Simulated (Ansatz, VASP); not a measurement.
**NbRu3C: VASP beside Ansatz**

File INCAR:

```
SYSTEM = NbRu3C
PREC     = Accurate       ! precision mode
ENCUT    = 600            ! plane-wave cutoff, eV
EDIFF    = 1E-6           ! SCF threshold, eV
ISMEAR   = 0              ! smearing method
SIGMA    = 0.1            ! smearing width, eV
LREAL    = .False.        ! projectors in reciprocal space
LASPH    = .True.         ! aspherical terms in the spheres
NELM     = 60             ! most SCF steps
ALGO     = Normal         ! electronic algorithm
ISIF     = 3              ! what is computed and relaxed
LWAVE    = .False.        ! write WAVECAR
LCHARG   = .False.        ! write CHGCAR
GGA      = PE             ! functional
IBRION   = 2              ! ionic algorithm
NSW      = 90             ! ionic steps
EDIFFG   = -0.04          ! ionic threshold
```

The input KPOINTS:

```
regular mesh
0
Gamma
  6 6 4
  0 0 0
```

File POSCAR:

```
NbRu3C
1.0
    4.1422075100      0.0000000000      0.0000000000
   -2.0711037500      3.5872569300      0.0000000000
    0.0000000000      0.0000000000      4.8404991400
Nb Ru C
1 3 1
Direct
    0.6666666700      0.3333333300      0.5000000000
    0.1779330500      0.8220669500      0.5000000000
    0.1779330500      0.3558661000      0.5000000000
    0.6441339000      0.8220669500      0.5000000000
    0.3333333300      0.6666666700      0.0000000000
```

Input for Ansatz:

```yaml
crystal:
  lattice:
    - [4.14220751, 0.0, 0.0]
    - [-2.07110375, 3.58725693, 0.0]
    - [0.0, 0.0, 4.84049914]
  atoms:
    - { symbol: Nb, position: [0.66666667, 0.33333333, 0.5] }
    - { symbol: Ru, position: [0.17793305, 0.82206695, 0.5] }
    - { symbol: Ru, position: [0.17793305, 0.3558661, 0.5] }
    - { symbol: Ru, position: [0.6441339, 0.82206695, 0.5] }
    - { symbol: C, position: [0.33333333, 0.66666667, 0.0] }
basis:
  ecutwfc: 420
kpoints:
  mp_grid: { grid: [6, 6, 4] }
hamiltonian:
  xc: pbe
scf:
  occupations: { method: gaussian, width: 0.1 }
  lower_state_search: "off"
output:
  forces: true
  stress: true
  eigenvalues: true
relax:
  adjacent_minimum: "off"
  f_tol: 0.04
  max_steps: 70
  cell: { stress_tol: 0.4 }
```

Alike in both runs: task relaxation of cell and atoms; functional PBE; k mesh 6 × 6 × 4; occupations gaussian, width 0.1 eV; no spin polarisation.

```csv
,VASP,Ansatz
version,VASP 6.6.1,Ansatz 0.2.0
potentials or method,"VASP PAW PBE potentials, release 64 (Nb_sv, Ru_pv, C), cutoff 600 eV","scalar-relativistic, plane waves, PAW"
valence electrons in the cell,59,65
```

|  | VASP | Ansatz | Ansatz less VASP |
| --- | --- | --- | --- |
| gap on the k mesh at the Fermi level, each at its own relaxed structure (eV) | none | none | - |
| relaxed volume (Å³/atom) | 13.96 | 13.98 | +0.023 |
| relaxed cell length with the largest relative difference (Å) | 2.780 | 2.775 | -0.0056 |

A gap of «none» marks a metal or a gap that the smearing closes. VASP's potentials hold 59 valence electrons a cell and Ansatz's 65, so a difference there can come from the potentials and not from the codes.
